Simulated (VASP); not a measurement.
Here is a VASP 6.6.1 calculation.

INCAR

```
SYSTEM = Hg
  PREC = Accurate
  ENCUT = 500
  EDIFF = 1E-6
  ISMEAR = -1
  SIGMA = 0.0143
  LREAL = .FALSE.
  LASPH = .TRUE.
  NELM = 120
  ALGO = Normal
  ISIF = 2
  LWAVE = .FALSE.
  LCHARG = .FALSE.
  GGA = PE
  NBANDS = 12
  GGA_COMPAT = .FALSE.
```

Contents of KPOINTS:

```
Automatic mesh
0
G
  6 6 6
  0 0 0
```

POSCAR

```
Hg
1.0
    0.0000000000      2.4508232938      2.4508232938
    2.4508232938      0.0000000000      2.4508232938
    2.4508232938      2.4508232938      0.0000000000
Hg
1
Direct
    0.0000000000      0.0000000000      0.0000000000
```

Potentials or basis: VASP PAW PBE potentials, release 64 (Hg).

Command:

```console
$ cat potpaw_PBE.64/Hg/POTCAR > POTCAR
$ mpirun -np 1 vasp_std > vasp.out
```

Predict the band gap on the k mesh.

zero (bands 6 and 7 overlap by 0.37 eV).

Predict the pressure.

0.1 GPa.

Caveat: the k points lie up to 0.37 Å⁻¹ apart; spin-orbit coupling is left out, which moves the levels of the heavy elements.
